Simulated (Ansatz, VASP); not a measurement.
Two plane-wave programs on Ta

File INCAR:

```
SYSTEM = Ta
PREC = Accurate ; ENCUT = 520
EDIFF = 1E-6 ; ISMEAR = -1
SIGMA = 0.1 ; LREAL = .False.
LASPH = .True. ; NELM = 100
ALGO = Normal ; ISIF = 2
LWAVE = .False. ; LCHARG = .False.
GGA = PE ; NBANDS = 18
```

KPOINTS

```
Automatic mesh
0
Gamma
  10 10 10
  0 0 0
```

POSCAR

```
Ta
1.0
    0.0000000000      3.0931300662      3.0931300662
    3.0931300662      0.0000000000      3.0931300662
    3.0931300662      3.0931300662      0.0000000000
Ta
2
Direct
    0.1250000000      0.1250000000      0.1250000000
    0.8750000000      0.8750000000      0.8750000000
```

Input for Ansatz:

```yaml
crystal:
  lattice:
    - [0.0, 3.0931300662, 3.0931300662]
    - [3.0931300662, 0.0, 3.0931300662]
    - [3.0931300662, 3.0931300662, 0.0]
  atoms:
    - { symbol: Ta, position: [0.125, 0.125, 0.125] }
    - { symbol: Ta, position: [0.875, 0.875, 0.875] }
hamiltonian:
  xc: pbe
  pseudopotentials:
    kind: paw
    azcp:
      Ta: "pseudopotentials/Ta.paw.azcp"
basis:
  ecutwfc: 420
  fft_grid_basis: typed
kpoints:
  mp_grid: { grid: [10, 10, 10], shift: [0, 0, 0] }
magnetization:
  spin_polarized: false
scf:
  occupations: { method: fermi_dirac, width: 0.1 }
  lower_state_search: "off"
output:
  stress: true
```

Alike in both runs: task single point; functional PBE; k mesh 10 × 10 × 10; occupations fermi-dirac, width 0.1 eV; no spin polarisation.

```csv
,VASP,Ansatz
version,VASP 6.6.1,Ansatz 0.2.0
potentials or method,"VASP PAW PBE potentials, release 64 (Ta_pv), cutoff 520 eV","plane waves (420 eV) with PAW, scalar-relativistic"
valence electrons in the cell,22,26
```

|  | VASP | Ansatz | Ansatz less VASP |
| --- | --- | --- | --- |
| pressure (GPa) | -2.5 | -2.5 | -0.01 |

VASP's potentials hold 22 valence electrons a cell and Ansatz's 26, so a difference there can come from the potentials and not from the codes.

Neither program's run includes spin-orbit coupling.
